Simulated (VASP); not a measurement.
Wanted: the native input for a VASP 6.6.1 run.

```yaml
Task: single point
Functional: PBE
Potentials_or_basis: VASP PAW PBE potentials, release 64 (Be, Zn, Se)
Cutoff: 520 eV
k_mesh: 6 × 6 × 1
Occupations: gaussian, width 0.1 eV
Spin: no spin polarisation
Dipole_correction: no
Further_INCAR_settings: ALGO = Normal; EDIFF = 1e-06; NBANDS = 46
```

The structure of Be2ZnSe3 lies in POSCAR:

```
Be2ZnSe3
1.0
    3.3183405300      0.0000000000      0.0000000000
   -1.6591702600      2.8737672000      0.0000000000
    0.0000000000      0.0000000000     19.7458110900
Be Zn Se
4 2 6
Direct
    0.3333333300      0.6666666700      0.9315614100
    0.6666666700      0.3333333300      0.0684385900
    0.6666666700      0.3333333300      0.4315614100
    0.3333333300      0.6666666700      0.5684385900
    0.0000000000      0.0000000000      0.2500000000
    0.0000000000      0.0000000000      0.7500000000
    0.0000000000      0.0000000000      0.0000000000
    0.3333333300      0.6666666700      0.1247978300
    0.3333333300      0.6666666700      0.3752021700
    0.0000000000      0.0000000000      0.5000000000
    0.6666666700      0.3333333300      0.6247978300
    0.6666666700      0.3333333300      0.8752021700
```

One way to write it, as run:

INCAR

```
  PREC = Accurate
  ENCUT = 520
  EDIFF = 1E-6
  ISMEAR = 0
  SIGMA = 0.1
  LREAL = False
  LASPH = True
  NELM = 80
  ALGO = Normal
  ISIF = 2
  LWAVE = False
  LCHARG = False
  GGA = PE
  NBANDS = 46
```

KPOINTS

```
Automatic mesh
0
Gamma
  6 6 1
```

Potentials or basis: VASP PAW PBE potentials, release 64 (Be, Zn, Se).

The run is started by

```bash
$ cat potpaw_PBE.64/Be/POTCAR potpaw_PBE.64/Zn/POTCAR potpaw_PBE.64/Se/POTCAR > POTCAR
$ mpirun -np 1 vasp_std > vasp.out
```

It gave:

```
Pressure               : 12.7 GPa
Largest force          : 1.781 eV/Å
Band gap on the k mesh : zero (band 34 reaches 5.38 eV, above the bottom of band 35 at 4.78 eV)
```

Caveat: the k points lie up to 0.36 Å⁻¹ apart; forces of over 1 eV/Å act on the atoms, so gaps and moduli don't describe the material at rest.

Run time: 87 s on 1 thread of Intel Xeon 6975P-C (shared host), peak memory 0.35 GiB.
